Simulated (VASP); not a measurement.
# Cr (Pm-3m) in VASP: a series of runs

Runs on Cr. Level: PBE. Tasks: single point, relaxation of cell and atoms.

All numbers are computed with VASP 6.6.1; they aren't measurements. Logs are shortened: lines on timing, memory, paths and dates and some standing lists are left out, and cuts for length are marked.

### 1 The cell of the first run

Symmetry: Pm-3m, No. 221, cubic system. The conventional cell has a = 2.339 Å, b = 2.339 Å, c = 2.339 Å, α = 90.00°, β = 90.00°, γ = 90.00°. Within 3.1 Å of Cr (site symmetry m-3m) lie 6 Cr at 2.34 Å.

### 2 Single point, PBE

INCAR reads:

```
  PREC = Accurate
  ENCUT = 520
  EDIFF = 1E-7
  ISMEAR = 0
  SIGMA = 0.1
  LREAL = False
  LASPH = True
  NELM = 100
  ALGO = Normal
  ISIF = 2
  LWAVE = False
  LCHARG = True
  GGA = PE
  LELF = True
  LVHAR = True
  NBANDS = 12
```

KPOINTS reads:

```
Automatic mesh
0
Gamma
  18 18 18
```

POSCAR reads:

```
Cr
1.0
    2.3388339621      0.0000000000      0.0000000000
    0.0000000000      2.3388339621      0.0000000000
    0.0000000000      0.0000000000      2.3388339621
Cr
1
Direct
    0.0000000000      0.0000000000      0.0000000000
```

Potentials or basis: VASP PAW PBE potentials, release 64 (Cr_pv).

The run is started by

```sh
$ cat potpaw_PBE.64/Cr_pv/POTCAR > POTCAR
$ mpirun -np 1 vasp_std > vasp.out
```

OUTCAR:

```text
PREC = Accurate
   ENCUT = 520
   EDIFF = 1E-7
   ISMEAR = 0
   LREAL = False
   LASPH = True
   NELM = 100
   ISIF = 2
   GGA = PE

 ion  position               nearest neighbor table
   1  0.000  0.000  0.000-

  LATTYP: Found a simple cubic cell.
 ALAT       =     2.3388339621

  Lattice vectors:

 A1 = (   2.3388339621,   0.0000000000,   0.0000000000)
 A2 = (   0.0000000000,   2.3388339621,   0.0000000000)
 A3 = (   0.0000000000,   0.0000000000,   2.3388339621)

Analysis of symmetry for initial positions (statically):
=====================================================================
 Subroutine PRICEL returns:
 Original cell was already a primitive cell.

 Routine SETGRP: Setting up the symmetry group for a
 simple cubic supercell.

 Subroutine GETGRP returns: Found 48 space group operations
 (whereof 48 operations were pure point group operations)
 out of a pool of 48 trial point group operations.

The static configuration has the point symmetry O_h .

Analysis of symmetry for dynamics (positions and initial velocities):
=====================================================================
 Subroutine PRICEL returns:
 Original cell was already a primitive cell.

 Routine SETGRP: Setting up the symmetry group for a
 simple cubic supercell.

 Subroutine GETGRP returns: Found 48 space group operations
 (whereof 48 operations were pure point group operations)
 out of a pool of 48 trial point group operations.

The dynamic configuration has the point symmetry O_h .

 Subroutine INISYM returns: Found 48 space group operations
 (whereof 48 operations are pure point group operations),
 and found     1 'primitive' translations

----------------------------------------------------------------------------------------

                                     Primitive cell

  volume of cell :      12.7938

  direct lattice vectors                    reciprocal lattice vectors
     2.338833962  0.000000000  0.000000000     0.427563485  0.000000000  0.000000000
     0.000000000  2.338833962  0.000000000     0.000000000  0.427563485  0.000000000
     0.000000000  0.000000000  2.338833962     0.000000000  0.000000000  0.427563485

  length of vectors
     2.338833962  2.338833962  2.338833962     0.427563485  0.427563485  0.427563485

  position of ions in fractional coordinates (direct lattice)
     0.000000000  0.000000000  0.000000000

  ion indices of the primitive-cell ions
   primitive index   ion index
                 1           1

----------------------------------------------------------------------------------------

 KPOINTS: Automatic mesh

Automatic generation of k-mesh.
 Grid dimensions read from file:
 generate k-points for:   18   18   18

 Generating k-lattice:

  Cartesian coordinates                     Fractional coordinates (reciprocal lattice)
     0.023753527  0.000000000  0.000000000     0.055555556  0.000000000  0.000000000
     0.000000000  0.023753527  0.000000000     0.000000000  0.055555556  0.000000000
     0.000000000  0.000000000  0.023753527     0.000000000  0.000000000  0.055555556

  Length of vectors
     0.023753527  0.023753527  0.023753527

  Shift w.r.t. Gamma in fractional coordinates (k-lattice)
     0.000000000  0.000000000  0.000000000

 Subroutine IBZKPT returns following result:
 ===========================================

 Found    220 irreducible k-points:

 Following reciprocal coordinates:
            Coordinates               Weight
  0.000000  0.000000  0.000000      1.000000
  0.055556  0.000000  0.000000      6.000000
  0.111111  0.000000  0.000000      6.000000
  0.166667  0.000000  0.000000      6.000000
  0.222222  0.000000  0.000000      6.000000
  0.277778  0.000000  0.000000      6.000000
[... 16 lines left out ...]
  0.277778  0.111111  0.000000     24.000000
  0.333333  0.111111  0.000000     24.000000
 [... further k-points ...]
   k-points           NKPTS =    220   k-points in BZ     NKDIM =    220   number of bands    NBANDS=     12
   number of dos      NEDOS =    301   number of ions     NIONS =      1
   total plane-waves  NPLWV =   5832
   dimension x,y,z NGX =    18 NGY =   18 NGZ =   18
   dimension x,y,z NGXF=    36 NGYF=   36 NGZF=   36
   ions per type =               1
   NGX,Y,Z   is equivalent  to a cutoff of  12.79, 12.79, 12.79 a.u.
   NGXF,Y,Z  is equivalent  to a cutoff of  25.59, 25.59, 25.59 a.u.
 SYSTEM =  unknown system
   PREC   = accura    normal or accurate (medium, high low for compatibility)
   ISTART =      0    job   : 0-new  1-cont  2-samecut
   ICHARG =      2    charge: 1-file 2-atom 10-const
   ISPIN  =      1    spin polarized calculation?
   LNONCOLLINEAR =      F non collinear calculations
   LSORBIT =      F    spin-orbit coupling
   LASPH  =      T    aspherical Exc in radial PAW
   ENCUT  =  520.0 eV  38.22 Ry    6.18 a.u.   4.35  4.35  4.35*2*pi/ulx,y,z
   NELM   =    100;   NELMIN=  2; NELMDL= -5     # of ELM steps
   EDIFF  = 0.1E-06   stopping-criterion for ELM
   LREAL  =      F    real-space projection
   EDIFFG = 0.1E-05   stopping-criterion for IOM
   NSW    =      0    number of steps for IOM
   IBRION =     -1    ionic relax: 0-MD 1-quasi-New 2-CG
   NFREE  =      0    steps in history (QN), initial steepest desc. (CG)
   ISIF   =      2    stress and relaxation
   ISYM   =      2    0-nonsym 1-usesym 2-fastsym
   POTIM  = 0.5000    time-step for ionic-motion
   TEBEG  =    0.0;   TEEND  =   0.0 temperature during run
   PSTRESS=    0.0 pullay stress
   NELECT =      12.0000    total number of electrons
   NUPDOWN=      -1.0000    fix difference up-down
   EMIN   =  10.00;   EMAX   =-10.00  energy-range for DOS
   EFERMI =   0.00;   METHOD = LEGACY
   ISMEAR =     0;   SIGMA  =   0.10  broadening in eV -4-tet -1-fermi 0-gaus
   EFERMI_NEDOS =   21; number of points for ismear=-14 and -15
   IALGO  =     38    algorithm
   IMIX   =      4    mixing-type and parameters
     AMIX     =   0.40;   BMIX     =  1.00
     AMIX_MAG =   1.60;   BMIX_MAG =  1.00
  volume/ion in A,a.u.               =      12.79        86.34
  Fermi-wavevector in a.u.,A,eV,Ry     =   1.602517  3.028317 34.940568  2.568059
  Thomas-Fermi vector in A             =   2.699325
   LORBIT       =      0    0 simple, 1 ext, 2 COOP (PROOUT), +10 PAW based schemes
   GGA     = PE    functional components
   LHFCALC =     F    Hartree Fock is set to
   AEXX    =    0.0000 exact exchange contribution
   IVDW    =     0    specifies the selected vdW correction
   LEPSILON=     F    determine dielectric tensor
   LRPA    =     F    only Hartree local field effects (RPA)
 non-spin polarized calculation
 Gauss-broadening in eV      SIGMA  =   0.10
  energy-cutoff  :      520.00
  volume of cell :       12.79
 maximum number of plane-waves:       360
 NGX is ok and might be reduce to    18
   NGX =  9   NGY =  9   NGZ =  9

 number of electron      12.0000001 magnetization

 Free energy of the ion-electron system (eV)
  ---------------------------------------------------
  ext. energy  EPLUGINS =         0.00000000
  ---------------------------------------------------
  free energy    TOTEN  =        -8.49809020 eV

  energy without entropy =       -8.48935461  energy(sigma->0) =       -8.49372241

 E-fermi :   9.7018     XC(G=0): -12.9585

 val. band max:        9.6913809971   @ k =   0.5000   0.3333   0.1667
 cond. band min:       9.7084047549   @ k =   0.5000   0.3333   0.1111
 fundamental gap:      0.0170237578
 Fermi energy:         9.7018023765

 k-point     1 :       0.0000    0.0000    0.0000
  band No.  band energies     occupation
      1     -32.8532      2.00000
      2     -32.8532      2.00000
      3     -32.8532      2.00000
      4       2.3164      2.00000
      5       6.4951      2.00000
      6       6.4951      2.00000
      7      12.1359      0.00000
      8      12.1359      0.00000
      9      12.1359      0.00000
     10      17.2045      0.00000
     11      29.2722      0.00000
     12      29.2722      0.00000

 k-point     2 :       0.0556    0.0000    0.0000
  band No.  band energies     occupation
      1     -32.8857      2.00000
      2     -32.8505      2.00000
      3     -32.8505      2.00000
      4       2.4154      2.00000
      5       6.5165      2.00000
      6       6.5666      2.00000
      7      12.0672      0.00000
      8      12.0672      0.00000
      9      12.1412      0.00000
     10      17.2044      0.00000
     11      28.3178      0.00000
     12      29.4227      0.00000

 k-point     3 :       0.1111    0.0000    0.0000
  band No.  band energies     occupation
      1     -32.9787      2.00000
      2     -32.8426      2.00000
      3     -32.8426      2.00000
      4       2.7052      2.00000
      5       6.5786      2.00000
      6       6.7761      2.00000
      7      11.8739      0.00000
      8      11.8739      0.00000
      9      12.1563      0.00000
     10      17.2044      0.00000
     11      26.4311      0.00000
     12      29.8621      0.00000
[... 286 lines left out ...]
 k-point    23 :       0.2778    0.1111    0.0000
  band No.  band energies     occupation
      1     -33.4542      2.00000
      2     -32.9200      2.00000
      3     -32.7891      2.00000
      4       4.7551      2.00000
      5       7.1452      2.00000
      6       8.0874      2.00000
      7      10.7498      0.00000
      8      10.9558      0.00000
      9      12.0050      0.00000
     10      17.2035      0.00000
     11      21.0076      0.00000
     12      28.6567      0.00000

 k-point    24 :       0.3333    0.1111    0.0000
  band No.  band energies     occupation
      1     -33.6187      2.00000
      2     -32.9038      2.00000
      3     -32.7741      2.00000
      4       5.4457      2.00000
      5       7.2782      2.00000
      6       8.3544      2.00000
      7      10.6598      0.00000
      8      10.6811      0.00000
      9      12.0387      0.00000
     10      17.2023      0.00000
     11      19.4258      0.00000
     12      29.2519      0.00000

 [... further k-points ...]
[... 5 lines left out ...]
  --------------------------------------------------------------------------------------
  -------------------------------------------------------------------------------------
  Total       -0.0155827     -0.0155827     -0.0155827     -0.0000000     -0.0000000      0.0000000
  in kB       -1.9514446     -1.9514446     -1.9514446     -0.0000000     -0.0000000      0.0000000
  external PRESSURE =      -1.9514446 kB  Pullay stress =       0.0000000 kB

 VOLUME and BASIS-vectors are now :
 -----------------------------------------------------------------------------
  energy-cutoff  :      520.00
  volume of cell :       12.79
      direct lattice vectors                 reciprocal lattice vectors
     2.338833962  0.000000000  0.000000000     0.427563485  0.000000000  0.000000000
     0.000000000  2.338833962  0.000000000     0.000000000  0.427563485  0.000000000
     0.000000000  0.000000000  2.338833962     0.000000000  0.000000000  0.427563485

 POSITION                                       TOTAL-FORCE (eV/Angst)
 -----------------------------------------------------------------------------------
      0.00000      0.00000      0.00000         0.000000      0.000000      0.000000
 -----------------------------------------------------------------------------------
    total drift:                                0.000000      0.000000      0.000000

  FREE ENERGIE OF THE ION-ELECTRON SYSTEM (eV)
  ---------------------------------------------------
  free  energy   TOTEN  =        -8.4980902040 eV

  energy  without entropy=       -8.4893546064  energy(sigma->0) =       -8.49372241
```

Wall time 20 s (1 thread of Intel Xeon Platinum 8259CL at 2.50GHz (Skylake/Cascade Lake), shared host); peak memory 0.14 GiB.

What came out:

```
Free energy            : -8.4981 eV
Pressure               : -0.2 GPa
Band gap on the k mesh : zero (band 6 reaches 10.70 eV, above the bottom of band 7 at 9.02 eV)
```

Caveat: the run has no spin polarisation, though such a crystal can be magnetic. Spin polarisation is off, so any magnetic state and its effect on volume and gap are missing.

### 3 Relaxation of cell and atoms, PBE

This run uses another cell than the first one, of 12.83 Å³/atom, 1.003 times its volume.

INCAR reads:

```
PREC = Accurate
ENCUT = 600
EDIFF = 1E-7
ISMEAR = 0
SIGMA = 0.1
LREAL = False
LASPH = True
NELM = 60
ALGO = Fast
ISIF = 3
LWAVE = False
LCHARG = False
GGA = PE
IBRION = 2
NSW = 100
EDIFFG = -0.01
```

KPOINTS reads:

```
regular mesh
0
Gamma
  18 18 18
```

POSCAR reads:

```
Cr
1.0
    2.3412147518      0.0000000000      0.0000000000
    0.0000000000      2.3412147518      0.0000000000
    0.0000000000      0.0000000000      2.3412147518
Cr
1
Direct
    0.0000000000      0.0000000000      0.0000000000
```

Potentials or basis: VASP PAW PBE potentials, release 64 (Cr_pv).

The run is started by

```sh
$ cat potpaw_PBE.64/Cr_pv/POTCAR > POTCAR
$ mpirun -np 1 vasp_std > vasp.out
```

It took 68 s on 1 thread of Intel Xeon Platinum 8259CL at 2.50GHz (Skylake/Cascade Lake), shared host; peak memory 0.16 GiB.

Results (log left out):

| Item | Value |
| --- | --- |
| Free energy | -8.4980 eV |
| Relaxed volume | 12.78 Å³/atom |
| Relaxed cell | a = 2.338 Å, b = 2.338 Å, c = 2.338 Å, α = 90.00°, β = 90.00°, γ = 90.00° |
| Space group after relaxing (to 0.05 Å) | Pm-3m (No. 221) |
| Energy gained by relaxing | 0.1 meV/atom |
| Ionic steps | 3 |
| Pressure after relaxing | 0.0 GPa |
| Band gap on the k mesh | zero (band 6 reaches 10.72 eV, above the bottom of band 7 at 9.04 eV) |

Step by step:
| step | energy change (eV) | largest force (eV/Å) | pressure (GPa) | volume (Å³) |
| --- | --- | --- | --- | --- |
| 1 | 0.0000 | 0.0000 | -0.73 | 12.83 |
| 2 | 0.0000 | 0.0000 | 0.80 | 12.72 |
| 3 | -0.0001 | 0.0000 | 0.00 | 12.78 |

Final structure:
```
Cr
1.0
     2.33773    0.00000    0.00000
     0.00000    2.33773    0.00000
     0.00000    0.00000    2.33773
Cr
1
Direct
  0.00000 0.00000 0.00000
```

Levels at points of the mesh, in eV from the Fermi level:
| k point | band 3 | band 4 | band 5 | band 6 | band 7 | band 8 | band 9 | band 10 |
| --- | --- | --- | --- | --- | --- | --- | --- | --- |
| (0.00, 0.00, 0.00) | -42.55 | -7.39 | -3.21 | -3.21 | 2.44 | 2.44 | 2.44 | 7.50 |
| (0.50, 0.00, 0.00) | -42.46 | -3.13 | -2.45 | -0.72 | 0.48 | 0.48 | 2.62 | 7.24 |
| (0.50, 0.50, 0.00) | -42.37 | -4.58 | -1.71 | 0.90 | 0.90 | 3.70 | 6.16 | 6.16 |
| (0.50, 0.50, 0.50) | -43.30 | -2.96 | -2.96 | -2.96 | 3.81 | 3.81 | 7.50 | 11.12 |

Caveat: the run has no spin polarisation, though such a crystal can be magnetic. Spin polarisation is off, so any magnetic state and its effect on volume and gap are missing.
